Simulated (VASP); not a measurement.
Write the native input for VASP 6.6.1 that does the following.

| Quantity | Value |
| --- | --- |
| Task | single point |
| Functional | PBE |
| Potentials or basis | VASP PAW PBE potentials, release 64 (H, C, O) |
| Cutoff | 520 eV |
| k mesh | 2 × 2 × 1 |
| Occupations | fermi-dirac, width 0.05 eV |
| Spin | no spin polarisation |
| Dipole correction | no |
| Further INCAR settings | LREAL = Auto; ALGO = Normal; EDIFF = 1e-06; NBANDS = 57 |

The structure of H4C3O4 lies in POSCAR:

```
H4C3O4
1.0
    5.1539000000      0.0000000000      0.0000000000
   -0.4908560000      5.3013240000      0.0000000000
   -1.6014840000     -2.6888250000      7.5455130000
H C O
8 6 8
Direct
    0.5580637004      0.8013022788      0.8345887152
    0.3817976292      0.1806403194      0.1575903454
    0.4312406001      0.8755649499      0.6195470076
    0.5321592169      0.0229464497      0.3112313238
    0.7642935241      0.7031811955      0.0442912231
    0.1641094260      0.3905478218      0.9356951608
    0.9335005864      0.6504606296      0.4161678603
    0.0285015127      0.3936216766      0.5865075045
    0.7674550595      0.7031401070      0.6162072744
    0.2233693662      0.2796962885      0.3779199638
    0.8011026531      0.1713703901      0.8491404097
    0.1997228188      0.8422560203      0.1522494229
    0.6106200707      0.8690606873      0.7342509383
    0.3752768277      0.0856070488      0.2472197715
    0.0794866062      0.1621301104      0.8872292712
    0.9177550836      0.8604643105      0.1309122388
    0.7087630085      0.3903123424      0.9056640682
    0.2976036256      0.6345693562      0.0963088925
    0.8535345614      0.4977593049      0.6490877426
    0.1050548269      0.4403676182      0.3161349003
    0.8568832811      0.7928023581      0.5031201987
    0.2107712082      0.2571294815      0.5347416405
```

One way to write it, as run:

INCAR

```
  PREC = Accurate
  ENCUT = 520
  EDIFF = 1E-6
  ISMEAR = -1
  SIGMA = 0.05
  LREAL = Auto
  LASPH = True
  NELM = 100
  ALGO = Normal
  ISIF = 2
  LWAVE = False
  LCHARG = False
  GGA = PE
  NBANDS = 57
```

KPOINTS

```
regular mesh
0
Gamma
  2 2 1
```

Potentials or basis: VASP PAW PBE potentials, release 64 (H, C, O).

Command:

```sh
$ cat potpaw_PBE.64/H/POTCAR potpaw_PBE.64/C/POTCAR potpaw_PBE.64/O/POTCAR > POTCAR
$ mpirun -np 1 vasp_std > vasp.out
```

It gave:

```yaml
Pressure: -5.3 GPa
Largest_force: 5.737 eV/Å
Band_gap_on_the_k_mesh: 3.54 eV (least direct gap 3.60 eV)
```

Caveat: the k points lie up to 0.83 Å⁻¹ apart, too coarse for converged energies, forces and pressures; forces of over 1 eV/Å act on the atoms, so gaps and moduli don't describe the material at rest.

Run time: 2.2 min on 1 thread of Intel(R) Xeon(R) Platinum 8259CL CPU @ 2.50GHz (Skylake/Cascade Lake) (shared host), peak memory 0.3 GiB.
